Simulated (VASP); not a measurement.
The system is As.

```xyz
2
Lattice="0.0000 3.0350 3.0350 3.0350 0.0000 3.0350 3.0350 3.0350 0.0000" Properties=species:S:1:pos:R:3 pbc="T T T"
As    0.0000    0.0000    0.0000
As    1.5175    1.5175    1.5175
```

* Program: VASP 6.6.1
* Task: relaxation of cell and atoms
* Functional: LDA
* Potentials or basis: VASP PAW LDA potentials, release 64 (As)
* Cutoff: 600 eV
* k mesh: 12 × 12 × 12
* Occupations: fermi-dirac, width 0.1 eV
* Spin: no spin polarisation

At the start: pressure -2.5 GPa; volume 27.96 Å³/atom.

Q: Where does the relaxation end?

A: Over 3 steps the energy falls by 11.5 meV/atom and the volume is 26.55 Å³/atom (-5.0 %); space group Fd-3m (No. 227, to 0.05 Å).

The path:
```
step  energy change (eV)  largest force (eV/Å)  pressure (GPa)  volume (Å³)
   1              0.0000                0.0000           -2.51        55.91
   2             -0.0216                0.0000            0.71        52.44
   3             -0.0230                0.0000            0.01        53.10
```

Final structure:
```
As
1.0
     0.00000    2.98328    2.98328
     2.98328    0.00000    2.98328
     2.98328    2.98328    0.00000
As
2
Direct
  0.00000 0.00000 0.00000
  0.25000 0.25000 0.25000
```
